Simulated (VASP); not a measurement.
Al2O3:

```
CELL_PARAMETERS angstrom
2.88433 0.00000 0.00000
-1.44216 2.49790 0.00000
0.00000 0.00000 9.33675
ATOMIC_POSITIONS crystal
Al 0.00000 0.00000 0.14999
Al 0.00000 0.00000 0.85001
O 0.33333 0.66667 0.22232
O 0.66667 0.33333 0.00000
O 0.33333 0.66667 0.77768
```

| Item | Value |
| --- | --- |
| Program | VASP 6.6.1 |
| Task | relaxation of cell and atoms |
| Functional | PBEsol |
| Potentials or basis | VASP PAW PBE potentials, release 64 (Al, O) |
| Cutoff | 600 eV |
| k mesh | 8 × 8 × 2 |
| Occupations | gaussian, width 0.01 eV |
| Spin | no spin polarisation |

At the start: pressure -2.9 GPa; volume 13.45 Å³/atom.

Problem. Where does the relaxation end?

Solution. Over 5 steps the energy falls by 2.7 meV/atom and the volume is 13.19 Å³/atom (-2.0 %); space group P-6m2 (No. 187, to 0.1 Å) before and after.

The path:
| step | energy change (eV) | largest force (eV/Å) | pressure (GPa) | volume (Å³) |
| --- | --- | --- | --- | --- |
| 1 | 0.0000 | 0.1461 | -2.92 | 67.27 |
| 2 | -0.0010 | 0.3400 | 2.89 | 64.91 |
| 3 | -0.0123 | 0.1654 | -0.05 | 66.05 |
| 4 | -0.0126 | 0.1616 | -0.02 | 65.84 |
| 5 | -0.0133 | 0.0164 | -0.03 | 65.93 |

Final structure:
```
Al O
1.0
     2.86437    0.00000    0.00000
    -1.43219    2.48062    0.00000
     0.00000    0.00000    9.27892
Al O
2 3
Cartesian
  0.0000 0.0000 1.3856
  0.0000 0.0000 7.8934
  0.0000 1.6537 2.0613
  1.4322 0.8269 0.0000
  0.0000 1.6537 7.2176
```

Caveat: the PAW data sets were made with another functional, which shifts forces and pressure a little.
